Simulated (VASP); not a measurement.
**As3Au: single point with PBE**

The system is As3Au.

```
As Au
1.0
    -1.95605    1.95605    5.13687
     1.95605   -1.95605    5.13687
     1.95605    1.95605   -5.13687
As Au
3 1
Direct
  0.50000 0.50000 0.00000
  0.25000 0.75000 0.50000
  0.75000 0.25000 0.50000
  0.00000 0.00000 0.00000
```

```json
{
 "Program": "VASP 6.6.1",
 "Task": "single point",
 "Functional": "PBE",
 "Potentials or basis": "VASP PAW PBE potentials, release 64 (As, Au)",
 "Cutoff": "520 eV",
 "k mesh": "16 × 16 × 16",
 "Occupations": "gaussian, width 0.1 eV",
 "Spin": "no spin polarisation",
 "Dipole correction": "no",
 "Further INCAR settings": "ALGO = Normal; EDIFF = 1e-06; NBANDS = 21"
}
```

```json
{
  "Pressure": "0.0 GPa",
  "Band gap on the k mesh": "zero (bands 13 and 14 overlap by 1.36 eV)"
}
```

Levels at points of the mesh, in eV from the Fermi level:
```
           k point  band 11  band 12  band 13  band 14  band 15  band 16
(0.00, 0.00, 0.00)    -2.44    -1.37    -1.37    -0.18     1.23     1.43
(0.50, 0.00, 0.00)    -1.62    -1.06    -0.66    -0.25     0.87     2.42
(0.50, 0.50, 0.00)    -2.96    -2.92    -1.20    -0.74    -0.08     1.82
(0.50, 0.50, 0.50)    -1.81    -0.82    -0.17    -0.17     0.96     1.03
```

It took 14 min on 1 thread of Intel(R) Xeon(R) Platinum 8175M CPU @ 2.50GHz (Skylake/Cascade Lake) (shared host), peak memory 0.73 GiB.

Caveat: spin-orbit coupling is left out, which moves the levels of the heavy elements.
